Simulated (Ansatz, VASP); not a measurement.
Two plane-wave programs on Si

```
Si
1.0
     3.84753    0.00000    0.00000
    -1.92376    3.33205    0.00000
     0.00000    0.00000   18.44160
Si
4
Direct
  0.33333 0.66667 0.26954
  0.66667 0.33333 0.24401
  0.50000 0.33333 0.50113
  0.83333 0.00000 0.47560
```

Alike in both runs: task single point; functional PBE; dispersion D3(BJ); k mesh 9 × 9 × 1; occupations gaussian, width 0.1 eV; no spin polarisation.

|  | VASP | Ansatz |
| --- | --- | --- |
| version | VASP 6.6.1 | Ansatz 0.2.0 |
| potentials or method | VASP PAW PBE potentials, release 64 (Si), cutoff 520 eV | scalar-relativistic, plane waves, PAW |
| valence electrons in the cell | 16 | 16 |

```tsv
	VASP	Ansatz	Ansatz less VASP
gap on the k mesh at the Fermi level (eV)	0.34	0.34	0.000
least direct gap on the mesh (eV)	0.34	0.34	0.000
rms of the force components (eV/Å)	0.066	0.067	+0.0006
```

Atom by atom the forces differ by 0.003 eV/Å (rms over components).
